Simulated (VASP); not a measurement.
Here is a VASP 6.6.1 calculation.

Contents of INCAR:

```
PREC = Accurate
ENCUT = 520
EDIFF = 1E-7
ISMEAR = 0
SIGMA = 0.1
LREAL = False
LASPH = True
NELM = 80
ALGO = Normal
ISIF = 2
LWAVE = False
LCHARG = False
GGA = PE
NBANDS = 34
```

The input KPOINTS:

```
Automatic mesh
0
Gamma
  12 12 4
```

File POSCAR:

```
NbTe4Mo
1.0
    3.6233800418      0.0000000000      0.0000000000
   -1.8116900209      3.1379391638      0.0000000000
    0.0000000000      0.0000000000     14.7358984000
Nb Te Mo
1 4 1
Direct
    0.0000000000      0.0000000000      0.0000000000
    0.0000000000      0.0000000000      0.3789820000
    0.3333333333      0.6666666667      0.8732770000
    0.0000000000      0.0000000000      0.6210180000
    0.3333333333      0.6666666667      0.1267230000
    0.3333333333      0.6666666667      0.5000000000
```

Potentials or basis: VASP PAW PBE potentials, release 64 (Nb_sv, Te, Mo_sv).

Run with:

```bash
$ cat potpaw_PBE.64/Nb_sv/POTCAR potpaw_PBE.64/Te/POTCAR potpaw_PBE.64/Mo_sv/POTCAR > POTCAR
$ mpirun -np 1 vasp_std > vasp.out
```

(1) Predict the band gap on the k mesh.

(2) What does it give for the largest force?

(3) Predict the pressure.

## Answers

(1) zero (an odd number of electrons rules out a gap without spin polarisation).

(2) 0.014 eV/Å.

(3) 0.0 GPa.

Caveat: spin-orbit coupling is left out, which moves the levels of the heavy elements; this functional lacks dispersion, which binds layers or chains, so the pressure and a relaxed spacing across them are unreliable; an odd number of electrons without spin polarisation forces a metal; a magnetic or distorted state may lie lower.
